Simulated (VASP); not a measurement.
Al2Pt:

```
Pt Al
1.0
     0.00000    3.01296    3.01296
     3.01296    0.00000    3.01296
     3.01296    3.01296    0.00000
Pt Al
1 2
Direct
  0.00000 0.00000 0.00000
  0.75000 0.75000 0.75000
  0.25000 0.25000 0.25000
```

Base run:

- Program: VASP 6.6.1
- Functional: r2SCAN
- Potentials or basis: VASP PAW PBE potentials, release 64 (Pt, Al)
- Cutoff: 520 eV
- k mesh: 8 × 8 × 8
- Occupations: fermi-dirac, width 0.05 eV
- Spin: no spin polarisation

Its results: band gap on the k mesh zero (band 8 reaches 11.04 eV, above the bottom of band 9 at 5.52 eV); pressure -7.8 GPa.

Task: The run is repeated on the same cell with these changes: functional from r2SCAN to LDA; potentials or basis from VASP PAW PBE potentials, release 64 (Pt, Al) to VASP PAW LDA potentials, release 64 (Pt, Al). What comes out?

Result: Band gap on the k mesh zero (band 8 reaches 10.81 eV, above the bottom of band 9 at 5.56 eV); pressure -10.2 GPa.

Caveats: spin-orbit coupling is left out, which moves the levels of the heavy elements; the PAW data sets were made with another functional, which shifts forces and pressure a little (some runs).
